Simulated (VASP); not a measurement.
Mo3H, 4 atoms in the cell. The cell holds a slab with vacuum, 4 atoms: a = 2.737 Å, b = 2.737 Å, c = 21.308 Å, α = 90.00°, β = 90.00°, γ = 109.47°. 

- Program: VASP 6.6.1
- Task: single point
- Functional: PBE
- Potentials or basis: VASP PAW PBE potentials, release 64 (Mo_sv, H)
- Cutoff: 520 eV
- k mesh: 10 × 10 × 1
- Occupations: gaussian, width 0.1 eV
- Spin: collinear spin
- Starting moments: [0.0, 0.0, 0.0, 1.0] μB
- Dipole correction: yes
- Further INCAR settings: ALGO = Normal; EDIFF = 1e-06; NBANDS = 34

Potentials or basis: VASP PAW PBE potentials, release 64 (Mo_sv, H).

Launch:

```sh
$ cat potpaw_PBE.64/Mo_sv/POTCAR potpaw_PBE.64/H/POTCAR > POTCAR
$ mpirun -np 1 vasp_std > vasp.out
```

Hardware: 1 thread of Intel(R) Xeon(R) 6975P-C (Granite Rapids), with other jobs on the host.

Question: Estimate the wall time of this run.

Answer: Run time: 5 min on 1 thread of Intel(R) Xeon(R) 6975P-C (Granite Rapids) (shared host), peak memory 0.42 GiB. Counts: scf iterations 37, k points 31.
